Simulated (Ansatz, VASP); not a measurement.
## Two plane-wave programs on CaO

The input INCAR:

```
SYSTEM = CaO
PREC     = Accurate       ! precision mode
ENCUT    = 600            ! plane-wave cutoff, eV
EDIFF    = 1E-6           ! SCF threshold, eV
ISMEAR   = 0              ! smearing method
SIGMA    = 0.02           ! smearing width, eV
LREAL    = .False.        ! projectors in reciprocal space
LASPH    = .True.         ! aspherical terms in the spheres
NELM     = 120            ! most SCF steps
ALGO     = Normal         ! electronic algorithm
ISIF     = 2              ! what is computed and relaxed
LWAVE    = .False.        ! write WAVECAR
LCHARG   = .False.        ! write CHGCAR
GGA      = PE             ! functional
NBANDS   = 15             ! bands
GGA_COMPAT= .False.
```

KPOINTS

```
regular mesh
0
Gamma
  8 8 8
  0 0 0
```

Contents of POSCAR:

```
CaO
1.0
    0.0000000000      2.5170132669      2.5170132669
    2.5170132669      0.0000000000      2.5170132669
    2.5170132669      2.5170132669      0.0000000000
Ca O
1 1
Direct
    0.0000000000      0.0000000000      0.0000000000
    0.5000000000      0.5000000000      0.5000000000
```

Input for Ansatz:

```yaml
crystal:
  lattice:
    - [0.0, 2.5170132669, 2.5170132669]
    - [2.5170132669, 0.0, 2.5170132669]
    - [2.5170132669, 2.5170132669, 0.0]
  atoms:
    - { symbol: Ca, position: [0.0, 0.0, 0.0] }
    - { symbol: O, position: [0.5, 0.5, 0.5] }
basis:
  ecutwfc: 420
kpoints:
  mp_grid: { grid: [8, 8, 8] }
hamiltonian:
  xc: pbe
scf:
  occupations: { method: gaussian, width: 0.02 }
output:
  forces: true
  stress: true
  eigenvalues: true
```

Alike in both runs: task single point; functional PBE; k mesh 8 × 8 × 8; occupations gaussian, width 0.02 eV; no spin polarisation.

```csv
,VASP,Ansatz
version,VASP 6.6.1,Ansatz 0.2.0
potentials or method,"VASP PAW PBE potentials, release 64 (Ca_sv, O), cutoff 600 eV","scalar-relativistic, plane waves, PAW"
valence electrons in the cell,16,16
```

VASP gave:

* gap on the k mesh at the Fermi level (eV): 3.63
* least direct gap on the mesh (eV): 3.68
* pressure (GPa): -9.7

Question: Which values does Ansatz return?

Answer: gap on the k mesh at the Fermi level (eV): 3.64; least direct gap on the mesh (eV): 3.69; pressure (GPa): -10.0.

With one functional, cell and mesh, what is left measures potentials, basis and numerics.
